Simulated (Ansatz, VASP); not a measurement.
## HfO2: VASP beside Ansatz

```
CELL_PARAMETERS angstrom
0.00000 2.60766 2.60766
2.60766 0.00000 2.60766
2.60766 2.60766 0.00000
ATOMIC_POSITIONS crystal
Hf 0.00000 0.00000 0.00000
O 0.25000 0.25000 0.25000
O 0.75000 0.75000 0.75000
```

Change from the starting cell: volume scaled by 1.06.

Alike in both runs: task single point; functional LDA; k mesh 9 × 9 × 9; occupations fermi-dirac, width 0.01 eV; no spin polarisation.

```csv
,VASP,Ansatz
version,VASP 6.6.1,Ansatz 0.2.0
potentials or method,"VASP PAW LDA potentials, release 64 (Hf_pv, O), cutoff 520 eV","all-electron LAPW, scalar-relativistic"
```

```tsv
	VASP	Ansatz	Ansatz less VASP
gap on the k mesh at the Fermi level (eV)	3.47	3.46	-0.010
pressure (GPa)	-29.6	-27.2	+2.41
```

LDA's correlation is that of Perdew and Zunger in VASP and of Perdew and Wang (1992) in Ansatz. Ansatz ran all-electron here, and VASP with PAW potentials.

Neither program's run includes spin-orbit coupling.
